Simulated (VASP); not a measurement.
CuO2, 6 atoms in the cell. The structure is orthorhombic, space group Cmcm (No. 63). Conventional cell: a = 2.825 Å, b = 10.421 Å, c = 4.343 Å, α = 90.00°, β = 90.00°, γ = 90.00°. Cu (site symmetry m2m) has 6 O at 1.86 to 2.22 Å within 2.5 Å. Within 2.5 Å of O (site symmetry m2m) lie 2 Cu at 1.86 Å and 3 O at 2.42 to 2.47 Å. O (site symmetry m2m) has 4 Cu at 1.90 to 2.22 Å and 1 O at 2.47 Å within 2.5 Å. 

| Quantity | Value |
| --- | --- |
| Program | VASP 6.6.1 |
| Task | single point |
| Functional | PBEsol |
| Potentials or basis | VASP PAW PBE potentials, release 64 (Cu, O) |
| Cutoff | 520 eV |
| k mesh | 1 × 1 × 1 |
| Occupations | gaussian, width 0.1 eV |
| Spin | collinear spin |
| Starting moments | [0.0, 0.0, 0.38, 0.38, 0.0, 0.0] μB |
| Dipole correction | no |
| Further INCAR settings | ALGO = Normal; EDIFF = 1e-06; NBANDS = 36 |

Potentials or basis: VASP PAW PBE potentials, release 64 (Cu, O).

Command:

```bash
$ cat potpaw_PBE.64/Cu/POTCAR potpaw_PBE.64/O/POTCAR > POTCAR
$ mpirun -np 1 vasp_gam > vasp.out
```

Hardware: 1 thread of Intel(R) Xeon(R) Platinum 8375C CPU @ 2.90GHz (Ice Lake), on a shared host.

Question: How long does it take, and how much memory?

Answer: Wall time 98 s on 1 thread of Intel(R) Xeon(R) Platinum 8375C CPU @ 2.90GHz (Ice Lake), on a shared host, peak memory 0.25 GiB. Counts: scf iterations 57, k points 1.
